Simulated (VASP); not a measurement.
Input of a VASP 6.6.1 run:

The input INCAR:

```
SYSTEM = Sn
PREC     = Accurate       ! precision mode
ENCUT    = 520            ! plane-wave cutoff, eV
EDIFF    = 1E-7           ! SCF threshold, eV
ISMEAR   = -1             ! smearing method
SIGMA    = 0.1            ! smearing width, eV
LREAL    = .FALSE.        ! projectors in reciprocal space
LASPH    = .TRUE.         ! aspherical terms in the spheres
NELM     = 100            ! most SCF steps
ALGO     = Normal         ! electronic algorithm
ISIF     = 2              ! what is computed and relaxed
LWAVE    = .FALSE.        ! write WAVECAR
LCHARG   = .TRUE.         ! write CHGCAR
GGA      = CA             ! functional
LELF     = .TRUE.         ! ELF
LVHAR    = .TRUE.       
NBANDS   = 21             ! bands
```

File KPOINTS:

```
Automatic mesh
0
G
  9 9 9
  0 0 0
```

File POSCAR:

```
Sn
1.0
    0.0000000000      3.2380799624      3.2380799624
    3.2380799624      0.0000000000      3.2380799624
    3.2380799624      3.2380799624      0.0000000000
Sn
2
Direct
    0.5000000000      0.5000000000      0.5000000000
    0.7500000000      0.7500000000      0.7500000000
```

Potentials or basis: VASP PAW LDA potentials, release 64 (Sn_d).

The run is started by

```console
$ cat potpaw_LDA.64/Sn_d/POTCAR > POTCAR
$ mpirun -np 1 vasp_std > vasp.out
```

Problem. What does it give for the band gap on the k mesh?

Solution. Zero (bands 14 and 15 overlap by 0.16 eV).

Problem. Predict the pressure.

Solution. 0.0 GPa.

Caveat: spin-orbit coupling is left out, which moves the levels of the heavy elements.
